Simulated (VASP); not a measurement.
Write the native input for VASP 6.6.1 that does the following.

* Task: single point
* Functional: PBE
* Potentials or basis: VASP PAW PBE potentials, release 64 (Te, Pb_d)
* Cutoff: 520 eV
* k mesh: 11 × 11 × 11
* Occupations: fermi-dirac, width 0.08 eV
* Spin: no spin polarisation
* Dipole correction: no
* Further INCAR settings: ALGO = Normal; EDIFF = 1e-06; NBANDS = 17

The structure of TePb lies in POSCAR:

```
TePb
1.0
    0.0000000000      3.2483714838      3.2483714838
    3.2483714838      0.0000000000      3.2483714838
    3.2483714838      3.2483714838      0.0000000000
Te Pb
1 1
Direct
    0.5000000000      0.5000000000      0.5000000000
    0.0000000000      0.0000000000      0.0000000000
```

This cell differs from its parent crystal: volume scaled by 1.02.

These files were run (other wordings do the same):

INCAR

```
PREC = Accurate ; ENCUT = 520
EDIFF = 1E-6 ; ISMEAR = -1
SIGMA = 0.08 ; LREAL = False
LASPH = True ; NELM = 80
ALGO = Normal ; ISIF = 2
LWAVE = False ; LCHARG = False
GGA = PE ; NBANDS = 17
```

KPOINTS

```
regular mesh
0
Gamma
  11 11 11
```

Potentials or basis: VASP PAW PBE potentials, release 64 (Te, Pb_d).

Launch:

```bash
$ cat potpaw_PBE.64/Te/POTCAR potpaw_PBE.64/Pb_d/POTCAR > POTCAR
$ mpirun -np 1 vasp_std > vasp.out
```

It gave:

```
Pressure : 1.3 GPa
```

Run time: 70 s on 1 thread of Intel(R) Xeon(R) Platinum 8259CL CPU @ 2.50GHz (Skylake/Cascade Lake), on a shared host, peak memory 0.24 GiB.
